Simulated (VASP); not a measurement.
Wanted: the native input for a VASP 6.6.1 run.

```
Task                   : single point
Functional             : r2SCAN
Potentials or basis    : VASP PAW PBE potentials, release 64 (Os)
Cutoff                 : 520 eV
k mesh                 : 11 × 11 × 6
Occupations            : fermi-dirac, width 0.05 eV
Spin                   : no spin polarisation
Dipole correction      : no
Further INCAR settings : ALGO = Normal; EDIFF = 1e-06; NBANDS = 15
```

The system is Os.

```
CELL_PARAMETERS angstrom
2.75221 0.00000 0.00000
-1.37610 2.38348 0.00000
0.00000 0.00000 4.34831
ATOMIC_POSITIONS crystal
Os 0.66667 0.33333 0.75000
Os 0.33333 0.66667 0.25000
```

The input as run:

POSCAR

```
Os
1.0
    2.7522071502      0.0000000000      0.0000000000
   -1.3761035751      2.3834813086      0.0000000000
    0.0000000000      0.0000000000      4.3483081185
Os
2
Direct
    0.6666666667      0.3333333333      0.7500000000
    0.3333333333      0.6666666667      0.2500000000
```

INCAR.step1

```
SYSTEM = Os
PREC = Accurate
ENCUT = 520
ISMEAR = -1
SIGMA = 0.05
LREAL = .False.
LASPH = .True.
NELM = 80
NBANDS = 15
GGA = PE
ALGO = Normal
EDIFF = 1E-4
LWAVE = .True.
LCHARG = .False.
```

INCAR.step2

```
SYSTEM = Os
PREC = Accurate
ENCUT = 520
EDIFF = 1E-6
ISMEAR = -1
SIGMA = 0.05
LREAL = .False.
LASPH = .True.
NELM = 80
ALGO = Normal
ISIF = 2
LWAVE = .False.
LCHARG = .False.
METAGGA = R2SCAN
LMIXTAU = .True.
NBANDS = 15
ISTART = 1
```

KPOINTS

```
regular mesh
0
Gamma
  11 11 6
  0 0 0
```

Potentials or basis: VASP PAW PBE potentials, release 64 (Os).

Run with:

```console
$ cat potpaw_PBE.64/Os/POTCAR > POTCAR
$ cp INCAR.step1 INCAR
$ mpirun -np 1 vasp_std > vasp.out
$ cp INCAR.step2 INCAR
$ mpirun -np 1 vasp_std > vasp.out
```

It gave:

```json
{"Pressure": "-6.3 GPa", "Band gap on the k mesh": "zero (bands 8 and 9 overlap by 3.93 eV)"}
```

Caveat: the cell stands under tension; the PAW data sets were made with another functional, which shifts forces and pressure a little; spin-orbit coupling is left out, which moves the levels of the heavy elements.

Run time: 100 s on 1 thread of Intel Xeon 8259CL, on a shared host, peak memory 0.13 GiB.
